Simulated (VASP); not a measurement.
A run of VASP 6.6.1:

Contents of INCAR:

```
SYSTEM = BaZrO3
  ALGO = Normal
  EDIFF = 1E-6
  EDIFFG = -0.01
  ENCUT = 600
  GGA = PE
  IBRION = 2
  ISIF = 3
  ISMEAR = 0
  LASPH = .TRUE.
  LCHARG = .FALSE.
  LREAL = .FALSE.
  LWAVE = .FALSE.
  NELM = 100
  NSW = 100
  PREC = Accurate
  PSTRESS = 60.0
  SIGMA = 0.01
```

Contents of KPOINTS:

```
k-points
0
G
  6 6 6
  0 0 0
```

File POSCAR:

```
BaZrO3
1.0
    4.1913400000      0.0000000000      0.0000000000
    0.0000000000      4.1913400000      0.0000000000
    0.0000000000      0.0000000000      4.1913400000
Ba Zr O
1 1 3
Direct
    0.0000000000      0.0000000000      0.0000000000
    0.5000000000      0.5000000000      0.5000000000
    0.0000000000      0.5000000000      0.5000000000
    0.5000000000      0.0000000000      0.5000000000
    0.5000000000      0.5000000000      0.0000000000
```

Potentials or basis: VASP PAW PBE potentials, release 64 (Ba_sv, Zr_sv, O).

Run with:

```console
$ cat potpaw_PBE.64/Ba_sv/POTCAR potpaw_PBE.64/Zr_sv/POTCAR potpaw_PBE.64/O/POTCAR > POTCAR
$ mpirun -np 1 vasp_std > vasp.out
```

Hardware: 1 thread of Intel Xeon 6975P-C (shared host).

Problem. How long does it take, and how much memory?

Solution. It took 2.2 min on 1 thread of Intel Xeon 6975P-C, with other jobs on the host, peak memory 0.24 GiB. Counts: scf iterations 32, k points 20, ion steps 3.
